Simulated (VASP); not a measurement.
CoO:

```
Co O
1.0
    -1.50800    1.50800    2.10725
     1.50800   -1.50800    2.10725
     1.50800    1.50800   -2.10725
Co O
1 1
Cartesian
  0.0000 0.0000 0.0000
  0.0000 0.0000 2.1072
```

Base run:

| Quantity | Value |
| --- | --- |
| Program | VASP 6.6.1 |
| Functional | PBE |
| Potentials or basis | VASP PAW PBE potentials, release 64 (Co, O) |
| Cutoff | 520 eV |
| k mesh | 12 × 12 × 12 |
| Occupations | gaussian, width 0.02 eV |
| Spin | collinear spin, ferromagnetic start |
| Starting moments | [2.0, 0.0] μB |

Its results: pressure -0.4 GPa; net moment 2.92 μB per cell; site moments Co +2.57; O +0.30 μB.

Question: The run is repeated on the same cell with these changes: functional from PBE to RPBE; occupations from gaussian, width 0.02 eV to gaussian, width 0.05 eV. What comes out?

Answer: Pressure 5.9 GPa; net moment 2.95 μB per cell; site moments Co +2.59; O +0.31 μB.

Caveats: a cell with one magnetic atom can't hold antiferromagnetic order, which such compounds often take; the PAW data sets were made with another functional, which shifts forces and pressure a little (some runs).
